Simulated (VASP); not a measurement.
Wanted: the native input for a VASP 6.6.1 run.

| Item | Value |
| --- | --- |
| Task | relaxation of cell and atoms |
| Functional | LDA |
| Potentials or basis | VASP PAW LDA potentials, release 64 (Ga_d, As) |
| Cutoff | 600 eV |
| k mesh | 13 × 13 × 13 |
| Occupations | fermi-dirac, width 0.08 eV |
| Spin | no spin polarisation |
| Dipole correction | no |
| Further INCAR settings | ALGO = Normal; EDIFF = 1e-07; IBRION = 2; EDIFFG = -0.005; NSW = 60; ISIF = 3 |

The structure of GaAs (zincblende type) lies in POSCAR:

```
GaAs
1.0
    0.0000000000      2.8976292420      2.8976292420
    2.8976292420      0.0000000000      2.8976292420
    2.8976292420      2.8976292420      0.0000000000
Ga As
1 1
Direct
    0.0000000000      0.0000000000      0.0000000000
    0.2500000000      0.2500000000      0.2500000000
```

The input as run:

INCAR

```
SYSTEM = GaAs
PREC = Accurate
ENCUT = 600
EDIFF = 1E-7
ISMEAR = -1
SIGMA = 0.08
LREAL = .FALSE.
LASPH = .TRUE.
NELM = 60
ALGO = Normal
ISIF = 3
LWAVE = .FALSE.
LCHARG = .FALSE.
GGA = CA
IBRION = 2
NSW = 60
EDIFFG = -0.005
```

KPOINTS

```
Automatic mesh
0
G
  13 13 13
  0 0 0
```

Potentials or basis: VASP PAW LDA potentials, release 64 (Ga_d, As).

Command:

```console
$ cat potpaw_LDA.64/Ga_d/POTCAR potpaw_LDA.64/As/POTCAR > POTCAR
$ mpirun -np 1 vasp_std > vasp.out
```

Results of the run:

* Relaxed volume: 22.08 Å³/atom
* Relaxed cell: a = 3.968 Å, b = 3.968 Å, c = 3.968 Å, α = 60.00°, β = 60.00°, γ = 60.00°
* Space group after relaxing (to 0.1 Å): F-43m (No. 216)
* Energy gained by relaxing: 44.0 meV/atom
* Ionic steps: 3
* Pressure after relaxing: 0.0 GPa
* Band gap on the k mesh: 0.50 eV

Caveat: semilocal functionals underestimate gaps, and a narrow one can read as zero; an odd mesh through Γ misses points on the zone boundary, where band edges can lie.

Run time: 4.2 min on 1 thread of Intel Xeon 8259CL, with other jobs on the host, peak memory 0.23 GiB.
